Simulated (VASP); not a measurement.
# Cu (Fm-3m) in VASP: single point with PBE

Aim: the single point of Cu with PBE.

Everything below comes from runs of VASP 6.6.1. Logs are shortened: lines on timing, memory, paths and dates and some standing lists are left out, and cuts for length are marked.

**1. The cell of the first run**

It takes space group Fm-3m (No. 225, cubic). Conventional cell: a = 3.593 Å, b = 3.593 Å, c = 3.593 Å, α = 90.00°, β = 90.00°, γ = 90.00°. Within 3.4 Å of Cu (site symmetry m-3m) lie 12 Cu at 2.54 Å.

**2. Single point, PBE**

INCAR

```
PREC = Accurate
ENCUT = 600
EDIFF = 1E-6
ISMEAR = -1
SIGMA = 0.06122561905347299
LREAL = False
LASPH = True
NELM = 120
ALGO = Normal
ISIF = 2
LWAVE = False
LCHARG = False
GGA = PE
NBANDS = 12
GGA_COMPAT = False
```

KPOINTS

```
Automatic mesh
0
Gamma
  12 12 12
```

POSCAR

```
Cu
1.0
    0.0000000000      1.7963730465      1.7963730465
    1.7963730465      0.0000000000      1.7963730465
    1.7963730465      1.7963730465      0.0000000000
Cu
1
Direct
    0.0000000000      0.0000000000      0.0000000000
```

Potentials or basis: VASP PAW PBE potentials, release 64 (Cu).

On the command line:

```sh
$ cat potpaw_PBE.64/Cu/POTCAR > POTCAR
$ mpirun -np 1 vasp_std > vasp.out
```

OUTCAR:

```text
PREC = Accurate
   ENCUT = 600
   EDIFF = 1E-6
   ISMEAR = -1
   LREAL = False
   LASPH = True
   NELM = 120
   ISIF = 2
   GGA = PE

 ion  position               nearest neighbor table
   1  0.000  0.000  0.000-

  LATTYP: Found a face centered cubic cell.
 ALAT       =     3.5927460930

  Lattice vectors:

 A1 = (   0.0000000000,   1.7963730465,   1.7963730465)
 A2 = (   1.7963730465,   0.0000000000,   1.7963730465)
 A3 = (   1.7963730465,   1.7963730465,   0.0000000000)

Analysis of symmetry for initial positions (statically):
=====================================================================
 Subroutine PRICEL returns:
 Original cell was already a primitive cell.

 Routine SETGRP: Setting up the symmetry group for a
 face centered cubic supercell.

 Subroutine GETGRP returns: Found 48 space group operations
 (whereof 48 operations were pure point group operations)
 out of a pool of 48 trial point group operations.

The static configuration has the point symmetry O_h .

Analysis of symmetry for dynamics (positions and initial velocities):
=====================================================================
 Subroutine PRICEL returns:
 Original cell was already a primitive cell.

 Routine SETGRP: Setting up the symmetry group for a
 face centered cubic supercell.

 Subroutine GETGRP returns: Found 48 space group operations
 (whereof 48 operations were pure point group operations)
 out of a pool of 48 trial point group operations.

The dynamic configuration has the point symmetry O_h .

 Subroutine INISYM returns: Found 48 space group operations
 (whereof 48 operations are pure point group operations),
 and found     1 'primitive' translations

----------------------------------------------------------------------------------------

                                     Primitive cell

  volume of cell :      11.5936

  direct lattice vectors                    reciprocal lattice vectors
     0.000000000  1.796373047  1.796373047    -0.278338623  0.278338623  0.278338623
     1.796373047  0.000000000  1.796373047     0.278338623 -0.278338623  0.278338623
     1.796373047  1.796373047  0.000000000     0.278338623  0.278338623 -0.278338623

  length of vectors
     2.540455125  2.540455125  2.540455125     0.482096637  0.482096637  0.482096637

  position of ions in fractional coordinates (direct lattice)
     0.000000000  0.000000000  0.000000000

  ion indices of the primitive-cell ions
   primitive index   ion index
                 1           1

----------------------------------------------------------------------------------------

 KPOINTS: Automatic mesh

Automatic generation of k-mesh.
 Grid dimensions read from file:
 generate k-points for:   12   12   12

 Generating k-lattice:

  Cartesian coordinates                     Fractional coordinates (reciprocal lattice)
    -0.023194885  0.023194885  0.023194885     0.083333333  0.000000000  0.000000000
     0.023194885 -0.023194885  0.023194885     0.000000000  0.083333333  0.000000000
     0.023194885  0.023194885 -0.023194885     0.000000000  0.000000000  0.083333333

  Length of vectors
     0.040174720  0.040174720  0.040174720

  Shift w.r.t. Gamma in fractional coordinates (k-lattice)
     0.000000000  0.000000000  0.000000000

 Subroutine IBZKPT returns following result:
 ===========================================

 Found     72 irreducible k-points:

 Following reciprocal coordinates:
            Coordinates               Weight
  0.000000  0.000000  0.000000      1.000000
  0.083333  0.000000  0.000000      8.000000
  0.166667  0.000000  0.000000      8.000000
  0.250000  0.000000  0.000000      8.000000
  0.333333  0.000000  0.000000      8.000000
  0.416667  0.000000  0.000000      8.000000
[... 16 lines left out ...]
  0.500000  0.166667  0.000000     24.000000
 -0.416667  0.166667  0.000000     24.000000
 [... further k-points ...]
   k-points           NKPTS =     72   k-points in BZ     NKDIM =     72   number of bands    NBANDS=     12
   number of dos      NEDOS =    301   number of ions     NIONS =      1
   total plane-waves  NPLWV =   8000
   dimension x,y,z NGX =    20 NGY =   20 NGZ =   20
   dimension x,y,z NGXF=    40 NGYF=   40 NGZF=   40
   ions per type =               1
   NGX,Y,Z   is equivalent  to a cutoff of  13.09, 13.09, 13.09 a.u.
   NGXF,Y,Z  is equivalent  to a cutoff of  26.18, 26.18, 26.18 a.u.
 SYSTEM =  unknown system
   PREC   = accura    normal or accurate (medium, high low for compatibility)
   ISTART =      0    job   : 0-new  1-cont  2-samecut
   ICHARG =      2    charge: 1-file 2-atom 10-const
   ISPIN  =      1    spin polarized calculation?
   LNONCOLLINEAR =      F non collinear calculations
   LSORBIT =      F    spin-orbit coupling
   LASPH  =      T    aspherical Exc in radial PAW
   ENCUT  =  600.0 eV  44.10 Ry    6.64 a.u.   5.07  5.07  5.07*2*pi/ulx,y,z
   NELM   =    120;   NELMIN=  2; NELMDL= -5     # of ELM steps
   EDIFF  = 0.1E-05   stopping-criterion for ELM
   LREAL  =      F    real-space projection
   EDIFFG = 0.1E-04   stopping-criterion for IOM
   NSW    =      0    number of steps for IOM
   IBRION =     -1    ionic relax: 0-MD 1-quasi-New 2-CG
   NFREE  =      0    steps in history (QN), initial steepest desc. (CG)
   ISIF   =      2    stress and relaxation
   ISYM   =      2    0-nonsym 1-usesym 2-fastsym
   POTIM  = 0.5000    time-step for ionic-motion
   TEBEG  =    0.0;   TEEND  =   0.0 temperature during run
   PSTRESS=    0.0 pullay stress
   NELECT =      11.0000    total number of electrons
   NUPDOWN=      -1.0000    fix difference up-down
   EMIN   =  10.00;   EMAX   =-10.00  energy-range for DOS
   EFERMI =   0.00;   METHOD = LEGACY
   ISMEAR =    -1;   SIGMA  =   0.06  broadening in eV -4-tet -1-fermi 0-gaus
   EFERMI_NEDOS =   21; number of points for ismear=-14 and -15
   IALGO  =     38    algorithm
   IMIX   =      4    mixing-type and parameters
     AMIX     =   0.40;   BMIX     =  1.00
     AMIX_MAG =   1.60;   BMIX_MAG =  1.00
  volume/ion in A,a.u.               =      11.59        78.24
  Fermi-wavevector in a.u.,A,eV,Ry     =   1.608666  3.039938 35.209239  2.587806
  Thomas-Fermi vector in A             =   2.704499
   LORBIT       =      0    0 simple, 1 ext, 2 COOP (PROOUT), +10 PAW based schemes
   GGA     = PE    functional components
   LHFCALC =     F    Hartree Fock is set to
   AEXX    =    0.0000 exact exchange contribution
   IVDW    =     0    specifies the selected vdW correction
   LEPSILON=     F    determine dielectric tensor
   LRPA    =     F    only Hartree local field effects (RPA)
 non-spin polarized calculation
  energy-cutoff  :      600.00
  volume of cell :       11.59
 maximum number of plane-waves:       397
   NGX = 11   NGY = 11   NGZ = 11

 number of electron      11.0000008 magnetization

 Free energy of the ion-electron system (eV)
  ---------------------------------------------------
  ext. energy  EPLUGINS =         0.00000000
  ---------------------------------------------------
  free energy    TOTEN  =        -3.71975255 eV

  energy without entropy =       -3.71553836  energy(sigma->0) =       -3.71764545

 E-fermi :   7.7414     XC(G=0): -12.8347

 val. band max:        7.6903625208   @ k =   0.4167   0.4167   0.0000
 cond. band min:       7.7428902010   @ k =   0.5000   0.3333   0.1667
 fundamental gap:      0.0525276801
 Fermi energy:         7.7414142229

 k-point     1 :       0.0000    0.0000    0.0000
  band No.  band energies     occupation
      1      -1.6764      2.00000
      2       4.7272      2.00000
      3       4.7272      2.00000
      4       4.7272      2.00000
      5       5.5731      2.00000
      6       5.5731      2.00000
      7      30.5592      0.00000
      8      33.3482      0.00000
      9      33.3482      0.00000
     10      33.3482      0.00000
     11      35.8551      0.00000
     12      35.8551      0.00000

 k-point     2 :       0.0833    0.0000    0.0000
  band No.  band energies     occupation
      1      -1.4207      2.00000
      2       4.6732      2.00000
      3       4.7746      2.00000
      4       4.7746      2.00000
      5       5.5552      2.00000
      6       5.5552      2.00000
      7      28.8915      0.00000
      8      31.4973      0.00000
      9      32.6515      0.00000
     10      32.6515      0.00000
     11      36.8988      0.00000
     12      36.8988      0.00000

 k-point     3 :       0.1667    0.0000    0.0000
  band No.  band energies     occupation
      1      -0.6749      2.00000
      2       4.5469      2.00000
      3       4.8693      2.00000
      4       4.8693      2.00000
      5       5.5463      2.00000
      6       5.5463      2.00000
      7      24.6525      0.00000
      8      31.0270      0.00000
      9      31.6688      0.00000
     10      31.6688      0.00000
     11      37.6759      0.00000
     12      38.2160      0.00000
[... 286 lines left out ...]
 k-point    23 :       0.5000    0.1667    0.0000
  band No.  band energies     occupation
      1       3.0646      2.00000
      2       4.3113      2.00000
      3       4.8088      2.00000
      4       5.0249      2.00000
      5       6.1772      2.00000
      6       8.2883      0.00026
      7      12.9249      0.00000
      8      23.7490      0.00000
      9      26.1747      0.00000
     10      28.3738      0.00000
     11      38.2569      0.00000
     12      38.6324      0.00000

 k-point    24 :      -0.4167    0.1667    0.0000
  band No.  band energies     occupation
      1       3.1228      2.00000
      2       4.3599      2.00000
      3       4.8950      2.00000
      4       4.9889      2.00000
      5       6.0569      2.00000
      6       8.8154      0.00000
      7      12.2278      0.00000
      8      22.7408      0.00000
      9      27.2197      0.00000
     10      28.7855      0.00000
     11      37.3558      0.00000
     12      38.1240      0.00000

 [... further k-points ...]
[... 5 lines left out ...]
  --------------------------------------------------------------------------------------
  -------------------------------------------------------------------------------------
  Total        0.3775609      0.3775609      0.3775609     -0.0000000     -0.0000000      0.0000000
  in kB       52.1768616     52.1768616     52.1768616     -0.0000000     -0.0000000      0.0000000
  external PRESSURE =      52.1768616 kB  Pullay stress =       0.0000000 kB

 VOLUME and BASIS-vectors are now :
 -----------------------------------------------------------------------------
  energy-cutoff  :      600.00
  volume of cell :       11.59
      direct lattice vectors                 reciprocal lattice vectors
     0.000000000  1.796373047  1.796373047    -0.278338623  0.278338623  0.278338623
     1.796373047  0.000000000  1.796373047     0.278338623 -0.278338623  0.278338623
     1.796373047  1.796373047  0.000000000     0.278338623  0.278338623 -0.278338623

 POSITION                                       TOTAL-FORCE (eV/Angst)
 -----------------------------------------------------------------------------------
      0.00000      0.00000      0.00000         0.000000      0.000000      0.000000
 -----------------------------------------------------------------------------------
    total drift:                                0.000000      0.000000      0.000000

  FREE ENERGIE OF THE ION-ELECTRON SYSTEM (eV)
  ---------------------------------------------------
  free  energy   TOTEN  =        -3.7197525475 eV

  energy  without entropy=       -3.7155383619  energy(sigma->0) =       -3.71764545
```

Run time: 17 s. Hardware: 1 thread of Intel Xeon 8259CL, shared host; peak memory 0.13 GiB.

What came out:

```yaml
Free_energy: -3.7198 eV
Pressure: 5.2 GPa
```

Levels at points of the mesh, in eV from the Fermi level:
```csv
k point,band 3,band 4,band 5,band 6,band 7,band 8,band 9,band 10
"(0.00, 0.00, 0.00)",-3.01,-3.01,-2.17,-2.17,22.82,25.61,25.61,25.61
"(0.50, 0.00, 0.00)",-3.05,-1.58,-1.58,-0.98,3.92,21.30,22.44,22.44
"(0.50, 0.50, 0.00)",-1.60,-1.44,-1.44,1.56,7.32,13.30,13.30,17.84
```
